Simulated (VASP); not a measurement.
Set up this calculation in VASP 6.6.1, as the native input.

| Quantity | Value |
| --- | --- |
| Task | single point |
| Functional | PBE |
| Potentials or basis | VASP PAW PBE potentials, release 64 (K_sv, F) |
| Cutoff | 520 eV |
| k mesh | 8 × 8 × 8 |
| Occupations | gaussian, width 0.05 eV |
| Spin | no spin polarisation |
| Dipole correction | no |
| Further INCAR settings | ALGO = Normal; EDIFF = 1e-06; NBANDS = 15 |

The structure of KF lies in POSCAR:

```
KF
1.0
    3.2589550000      0.0000000000      0.0000000000
    0.0000000000      3.2589550000      0.0000000000
    0.0000000000      0.0000000000      3.2589550000
K F
1 1
Direct
    0.0000000000      0.0000000000      0.0000000000
    0.5244095156      0.4755904844      0.5000000000
```

This cell differs from its parent crystal: all F atoms moved +0.113 Å, as atom 2 along Cartesian [1 -1 0].

The input as run:

INCAR

```
SYSTEM = KF
PREC = Accurate
ENCUT = 520
EDIFF = 1E-6
ISMEAR = 0
SIGMA = 0.05
LREAL = .FALSE.
LASPH = .TRUE.
NELM = 60
ALGO = Normal
ISIF = 2
LWAVE = .FALSE.
LCHARG = .FALSE.
GGA = PE
NBANDS = 15
```

KPOINTS

```
regular mesh
0
G
  8 8 8
  0 0 0
```

Potentials or basis: VASP PAW PBE potentials, release 64 (K_sv, F).

Launch:

```sh
$ cat potpaw_PBE.64/K_sv/POTCAR potpaw_PBE.64/F/POTCAR > POTCAR
$ mpirun -np 1 vasp_std > vasp.out
```

It gave:

```
Pressure               : 0.2 GPa
Largest force          : 0.092 eV/Å
Band gap on the k mesh : 6.26 eV (least direct gap 6.31 eV)
```

Caveat: the cell differs from its parent crystal (all F atoms moved +0.113 Å, as atom 2 along Cartesian [1 -1 0]).

Run time: 64 s on 1 thread of Intel Xeon 8259CL, on a shared host, peak memory 0.17 GiB.
